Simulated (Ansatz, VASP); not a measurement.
**CoO: VASP beside Ansatz**

The input INCAR:

```
PREC = Accurate ; ENCUT = 600
EDIFF = 1E-6 ; ISMEAR = 0
SIGMA = 0.15 ; LREAL = F
LASPH = T ; NELM = 200
ALGO = Normal ; ISIF = 2
LWAVE = F ; LCHARG = F
ISPIN = 2 ; MAGMOM = 2.64 0.33
LORBIT = 11 ; LMAXMIX = 4
GGA = PS ; NBANDS = 22
GGA_COMPAT = F
```

File KPOINTS:

```
Automatic mesh
0
Gamma
  18 18 18
```

File POSCAR:

```
CoO
1.0
    1.3850319810      0.7996485870      2.6351210587
   -1.3850319810      0.7996485870      2.6351210587
    0.0000000000     -1.5992971741      2.6351210587
Co O
1 1
Direct
    0.0000000000      0.0000000000      0.0000000000
    0.5000000000      0.5000000000      0.5000000000
```

Input for Ansatz:

```yaml
crystal:
  lattice:
    - [1.385031981, 0.799648587, 2.6351210587]
    - [-1.385031981, 0.799648587, 2.6351210587]
    - [0.0, -1.5992971741, 2.6351210587]
  atoms:
    - { symbol: Co, position: [0.0, 0.0, 0.0], spin: 2.64 }
    - { symbol: O, position: [0.5, 0.5, 0.5], spin: 0.33 }
basis:
  ecutwfc: 420
kpoints:
  mp_grid: { grid: [18, 18, 18] }
hamiltonian:
  xc: pbesol
scf:
  occupations: { method: gaussian, width: 0.15 }
output:
  forces: true
  stress: true
  eigenvalues: true
  populations: true
magnetization:
  spin_polarized: true
```

Change from the starting cell: strain -0.080 along x and y, +0.080 along z, atoms carried along.

Alike in both runs: task single point; functional PBEsol; k mesh 18 × 18 × 18; occupations gaussian, width 0.15 eV; collinear spin.

|  | VASP | Ansatz |
| --- | --- | --- |
| version | VASP 6.6.1 | Ansatz 0.2.0 |
| potentials or method | VASP PAW PBE potentials, release 64 (Co_sv, O), cutoff 600 eV | scalar-relativistic, plane waves, PAW |
| valence electrons in the cell | 23 | 23 |

```csv
,VASP,Ansatz,Ansatz less VASP
gap on the k mesh at the Fermi level (eV),none,none,-
pressure (GPa),0.0,2.7,+2.72
"traceless stress, the component that is largest in VASP (GPa)",-0.04,0.09,+0.137
net moment per atom (μB),1.30,1.31,+0.006
size of the moment on the site where the two differ most (μB),2.27,2.24,-0.034
```

VASP's potentials were made for PBE, not for PBEsol. Site moments also hang on the region over which each program counts them. A gap of «none» marks a metal or a gap that the smearing closes.
